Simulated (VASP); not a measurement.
# Mo in VASP: notebook, part 2 of 2

VASP 6.6.1. The steps go on from the part before.

### 3 Relaxation of the atoms, PBE

INCAR

```
SYSTEM = Mo
ALGO     = Normal         ! electronic algorithm
DIPOL    = 0.5 0.5 0.500
EDIFF    = 1E-6           ! SCF threshold, eV
EDIFFG   = -0.01          ! ionic threshold
ENCUT    = 520            ! plane-wave cutoff, eV
GGA      = PE             ! functional
IBRION   = 2              ! ionic algorithm
IDIPOL   = 3            
ISIF     = 2              ! what is computed and relaxed
ISMEAR   = -1             ! smearing method
KPAR     = 4            
LASPH    = .True.         ! aspherical terms in the spheres
LCHARG   = .False.        ! write CHGCAR
LDIPOL   = .True.       
LREAL    = .False.        ! projectors in reciprocal space
LWAVE    = .False.        ! write WAVECAR
NELM     = 100            ! most SCF steps
NSW      = 32             ! ionic steps
PREC     = Accurate       ! precision mode
SIGMA    = 0.1            ! smearing width, eV
```

KPOINTS

```
k-points
0
Gamma
  13 13 1
  0 0 0
```

POSCAR

```
Mo
1.0
    2.7373676766      0.0000000000      0.0000000000
   -0.9124558922      2.5808149956      0.0000000000
    0.0000000000      0.0000000000     24.9402000000
Mo
5
Direct
    0.0000000000      0.0000000000      0.3245207406
    0.5000000000      0.5000000000      0.4098676226
    0.0000000000      0.0000000000      0.4999999999
    0.5000000000      0.5000000000      0.5901323776
    0.0000000000      0.0000000000      0.6754792593
```

Potentials or basis: VASP PAW PBE potentials, release 64 (Mo_sv).

The run is started by

```console
$ cat potpaw_PBE.64/Mo_sv/POTCAR > POTCAR
$ mpirun -np 4 vasp_std > vasp.out
```

OUTCAR:

```text
SYSTEM = Mo
   EDIFF = 1E-6
   EDIFFG = -0.01
   ENCUT = 520
   GGA = PE
   IBRION = 2
   ISIF = 2
   ISMEAR = -1
   LASPH = .True.
   LREAL = .False.
   NELM = 100
   NSW = 32
   PREC = Accurate

 ion  position               nearest neighbor table
   1  0.000  0.000  0.325-   2 2.65   2 2.65   2 3.09   2 3.09
   2  0.500  0.500  0.410-   1 2.65   1 2.65   3 2.75   3 2.75   1 3.09   1 3.09   3 3.17   3 3.17

   3  0.000  0.000  0.500-   2 2.75   2 2.75   4 2.75   4 2.75   2 3.17   2 3.17   4 3.17   4 3.17

   4  0.500  0.500  0.590-   5 2.65   5 2.65   3 2.75   3 2.75   5 3.09   5 3.09   3 3.17   3 3.17

   5  0.000  0.000  0.675-   4 2.65   4 2.65   4 3.09   4 3.09

  LATTYP: Found a base centered orthorhombic cell.
 ALAT       =     3.1608399299
 B/A-ratio  =     1.4142135624
 C/A-ratio  =     7.8903710891

  Lattice vectors:

 A1 = (   2.7373676766,   0.0000000000,   0.0000000000)
 A2 = (  -0.9124558922,   2.5808149956,   0.0000000000)
 A3 = (   0.0000000000,   0.0000000000,  24.9402000000)

[... 187 lines left out ...]
  -------------------------------------------------------------------------------------
  Total       -2.1099174     -2.1589286      0.2065828     -0.0693123      0.0000000      0.0000000
  in kB      -19.1860734    -19.6317457      1.8785160     -0.6302758      0.0000000      0.0000000
  external PRESSURE =     -12.3131010 kB  Pullay stress =       0.0000000 kB
[... 143 lines left out ...]
--------------------------------------- Ionic step        5  -------------------------------------------

 number of electron      69.9999994 magnetization

 dipolmoment           0.000000      0.000000     -0.000000 electrons x Angstroem

 Free energy of the ion-electron system (eV)
  ---------------------------------------------------
  ext. energy  EPLUGINS =         0.00000000
  ---------------------------------------------------
  free energy    TOTEN  =       -52.28746188 eV

  energy without entropy =      -52.14491644  energy(sigma->0) =      -52.21618916

 E-fermi :   3.1598     XC(G=0):  -6.7823

 val. band max:        3.1592324472   @ k =  -0.2308   0.2308   0.0000
 cond. band min:       3.1717378756   @ k =  -0.2308   0.1538   0.0000
 fundamental gap:      0.0125054285
 Fermi energy:         3.1598378824

 k-point     1 :       0.0000    0.0000    0.0000
  band No.  band energies     occupation
      1     -58.1395      2.00000
      2     -58.0888      2.00000
      3     -57.9635      2.00000
      4     -57.7998      2.00000
      5     -57.7954      2.00000
      6     -32.7244      2.00000
[... 1069 lines left out ...]
     41       5.1427      0.00000
     42       5.3955      0.00000

 [... further k-points ...]

------------------------ aborting loop because EDIFF is reached ----------------------------------------

 vacuum level on the upper side and lower side of the slab       (xc-potential included)        -0.124        -0.124

  FORCE on cell =-STRESS in cart. coord.  units (eV):
  Direction    XX          YY          ZZ          XY          YZ          ZX
  --------------------------------------------------------------------------------------
  -------------------------------------------------------------------------------------
  Total       -2.2220202     -2.2593424      0.0211732     -0.0527816      0.0000000      0.0000000
  in kB      -20.2054551    -20.5448367      0.1925337     -0.4799580      0.0000000      0.0000000
  external PRESSURE =     -13.5192527 kB  Pullay stress =       0.0000000 kB
[... 20 lines left out ...]
  FREE ENERGIE OF THE ION-ELECTRON SYSTEM (eV)
  ---------------------------------------------------
  free  energy   TOTEN  =       -52.2874618816 eV

  energy  without entropy=      -52.1449164421  energy(sigma->0) =      -52.21618916

 reached required accuracy - stopping structural energy minimisation

 vacuum level on the upper side and lower side of the slab         7.544         7.544
```

OSZICAR:

```text
N       E                     dE             d eps       ncg     rms          rms(c)
DAV:   1     0.816434520285E+03    0.81643E+03   -0.45459E+04  5116   0.157E+03
DAV:   2    -0.264604639512E+02   -0.84289E+03   -0.82826E+03  4678   0.486E+02
[... 51 lines left out ...]
       N       E                     dE             d eps       ncg     rms          rms(c)
DAV:   1    -0.522873317092E+02    0.10078E-03   -0.43109E-02  4144   0.158E+00    0.356E-02
DAV:   2    -0.522874667327E+02   -0.13502E-03   -0.13764E-03  4212   0.262E-01    0.213E-02
DAV:   3    -0.522874809397E+02   -0.14207E-04   -0.24655E-04  5628   0.961E-02    0.247E-02
DAV:   4    -0.522874613015E+02    0.19638E-04   -0.11966E-04  5438   0.658E-02    0.910E-03
DAV:   5    -0.522874618816E+02   -0.58017E-06   -0.94912E-06  4702   0.214E-02
   5 F= -.52287462E+02 E0= -.52216189E+02  d E =-.711540E-04
```

Run time: 3.1 min. Hardware: 4 MPI ranks of Intel Xeon 6975P-C (Granite Rapids), shared host; peak memory 0.43 GiB.

What came out:

```yaml
Free_energy: -52.2875 eV
Energy_gained_by_relaxing: 0.0 meV/atom
Ionic_steps: 5
Largest_force_after_relaxing: 0.004 eV/Å
Band_gap_on_the_k_mesh: zero (bands 35 and 36 overlap by 2.21 eV)
```

Forces on the atoms (eV/Å):
```
Mo   0.000  0.000  0.001
Mo   0.000  0.000 -0.004
Mo   0.000  0.000  0.000
Mo   0.000  0.000  0.004
Mo   0.000  0.000 -0.001
```

The path:
```csv
step,energy change (eV),largest force (eV/Å),pressure (GPa)
1,0.0000,0.0300,-1.23
2,-0.0001,0.0176,-1.27
3,-0.0001,0.0202,-1.31
4,-0.0001,0.0123,-1.33
5,-0.0002,0.0044,-1.35
```

Final structure:
```cif
data_structure
_symmetry_space_group_name_H-M 'P 1'
_symmetry_Int_Tables_number 1
_cell_length_a 2.7374
_cell_length_b 2.7374
_cell_length_c 24.9402
_cell_angle_alpha 90.000
_cell_angle_beta 90.000
_cell_angle_gamma 109.471
_cell_volume 176.19
loop_
_atom_site_label
_atom_site_type_symbol
_atom_site_fract_x
_atom_site_fract_y
_atom_site_fract_z
_atom_site_occupancy
Mo1 Mo 0.00000 0.00000 0.32431 1
Mo2 Mo 0.50000 0.50000 0.40981 1
Mo3 Mo 0.00000 0.00000 0.50000 1
Mo4 Mo 0.50000 0.50000 0.59019 1
Mo5 Mo 0.00000 0.00000 0.67569 1
```

Levels at points of the mesh, in eV from the Fermi level:
| k point | band 32 | band 33 | band 34 | band 35 | band 36 | band 37 | band 38 | band 39 |
| --- | --- | --- | --- | --- | --- | --- | --- | --- |
| (0.00, 0.00, 0.00) | -1.28 | -1.25 | -1.15 | -0.89 | -0.38 | 0.50 | 1.09 | 1.25 |
